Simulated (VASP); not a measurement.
Runs of VASP 6.6.1 on Pd. The structure is that of space group I4/mmm (No. 139), or close to it. The cells are those of the table. 

```tsv
cell	gap on the mesh (eV)	pressure (GPa)
a = 2.964, b = 2.964, c = 3.163 Å, angles 57.8, 57.8, 64.5°, 1 atom	none	-20.0
a = 2.909, b = 2.909, c = 3.060 Å, angles 58.3, 58.3, 63.5°, 1 atom	none	-17.4
a = 2.553, b = 2.553, c = 2.338 Å, angles 62.7, 62.7, 54.5°, 1 atom	none	(a)
a = 2.600, b = 2.600, c = 2.441 Å, angles 62.0, 62.0, 56.0°, 1 atom	none	(b)
a = 2.936, b = 2.936, c = 3.111 Å, angles 58.0, 58.0, 64.0°, 1 atom	none	-18.9
a = 2.856, b = 2.856, c = 2.957 Å, angles 58.8, 58.8, 62.4°, 1 atom	none	-12.6
```

Alike in all rows: task single point; level PBE; potentials or basis VASP PAW PBE potentials, release 64 (Pd); no spin polarisation; k mesh 8 × 8 × 8; cutoff (eV) 500; smearing gaussian 0.15 eV.

Estimate the missing entries.

(a) 169.5; (b) 102.4.

Caveats: some runs use coarse meshes.

A k mesh can miss the band edges, and the runs leave out spin-orbit coupling on Pd.

A gap of «none» marks levels without a gap at the run's occupations.
